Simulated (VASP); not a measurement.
Ti2Al5Ni3: single point with PBE

Crystal: Ti2Al5Ni3.

```xyz
10
Lattice="2.8581 0.0000 0.0000 0.0000 2.8581 0.0000 0.0000 0.0000 16.8478" Properties=species:S:1:pos:R:3 pbc="T T T"
Ti    1.4291    1.4291    6.4137
Ti    1.4291    1.4291   10.4341
Al    2.8581    2.8581   15.3754
Al    2.8581    0.0000    1.4724
Al    2.8581    0.0000    4.4175
Al    0.0000    0.0000    8.4239
Al    2.8581    0.0000   12.4303
Ni    1.4291    1.4291    0.0000
Ni    1.4291    1.4291    2.9377
Ni    1.4291    1.4291   13.9100
```

```
Program             : VASP 6.6.1
Task                : single point
Functional          : PBE
Potentials or basis : VASP PAW PBE potentials, release 64 (Ti_sv, Al, Ni)
Cutoff              : 520 eV
k mesh              : 8 × 8 × 2
Occupations         : gaussian, width 0.2 eV
Spin                : no spin polarisation
```

```yaml
Pressure: 0.1 GPa
Largest_force: 0.050 eV/Å
Band_gap_on_the_k_mesh: zero (an odd number of electrons rules out a gap without spin polarisation)
```

Forces in eV/Å, atoms in the order of the input:
```
Ti   0.000  0.000  0.050
Ti   0.000  0.000 -0.050
Al   0.000  0.000  0.008
Al   0.000  0.000 -0.008
Al   0.000  0.000 -0.017
Al   0.000  0.000  0.000
Al   0.000  0.000  0.017
Ni   0.000  0.000  0.000
Ni   0.000  0.000 -0.007
Ni   0.000  0.000  0.007
```

Stress tensor (GPa, compression positive):
```
 0.33  0.00  0.00
 0.00  0.33  0.00
 0.00  0.00 -0.40
```

Levels at points of the mesh, in eV from the Fermi level:
| k point | band 31 | band 32 | band 33 | band 34 | band 35 | band 36 | band 37 | band 38 |
| --- | --- | --- | --- | --- | --- | --- | --- | --- |
| (0.00, 0.00, 0.00) | -0.78 | -0.69 | -0.57 | -0.32 | 0.59 | 1.24 | 1.76 | 1.76 |
| (0.50, 0.00, 0.00) | -1.52 | -1.38 | -0.92 | -0.90 | -0.57 | -0.51 | -0.31 | 1.66 |
| (0.50, 0.50, 0.00) | -0.92 | -0.04 | 0.11 | 0.11 | 0.19 | 0.19 | 0.81 | 1.71 |
| (0.00, 0.00, 0.50) | -0.78 | -0.73 | -0.69 | 0.02 | 0.42 | 1.23 | 1.76 | 1.76 |
| (0.50, 0.00, 0.50) | -1.52 | -1.38 | -1.13 | -0.68 | -0.62 | -0.51 | -0.31 | 1.45 |
| (0.50, 0.50, 0.50) | -0.92 | -0.54 | -0.54 | -0.08 | 0.83 | 1.00 | 1.00 | 1.28 |

It took 12 min on 1 thread of Intel Xeon 8259CL, with other jobs on the host, peak memory 0.35 GiB.

Spin polarisation is off, so any magnetic state and its effect on volume and gap are missing.
